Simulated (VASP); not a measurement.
MoS2, 6 atoms in the cell. The structure is hexagonal, space group P6_3/mmc (No. 194). Conventional cell: a = 3.169 Å, b = 3.169 Å, c = 12.324 Å, α = 90.00°, β = 90.00°, γ = 120.00°. Within 3.2 Å of Mo (site symmetry -6m2) lie 6 S at 2.41 Å and 6 Mo at 3.17 Å. Within 3.2 Å of S (site symmetry 3m) lie 3 Mo at 2.41 Å and 7 S at 3.13 to 3.17 Å. 

| Item | Value |
| --- | --- |
| Program | VASP 6.6.1 |
| Task | single point |
| Functional | revPBE |
| Potentials or basis | VASP PAW PBE potentials, release 64 (Mo_sv, S) |
| Cutoff | 520 eV |
| k mesh | 10 × 10 × 3 |
| Occupations | fermi-dirac, width 0.05 eV |
| Spin | no spin polarisation |
| Dipole correction | no |
| Further INCAR settings | ALGO = Normal; EDIFF = 1e-06; NBANDS = 35 |

Potentials or basis: VASP PAW PBE potentials, release 64 (Mo_sv, S).

Run with:

```console
$ cat potpaw_PBE.64/Mo_sv/POTCAR potpaw_PBE.64/S/POTCAR > POTCAR
$ mpirun -np 1 vasp_std > vasp.out
```

Hardware: 1 thread of Intel(R) Xeon(R) 6975P-C (Granite Rapids), with other jobs on the host.

Question: How long does it take, and how much memory?

Answer: Wall time 40 s on 1 thread of Intel(R) Xeon(R) 6975P-C (Granite Rapids), with other jobs on the host, peak memory 0.26 GiB. Counts: scf iterations 16, k points 28.
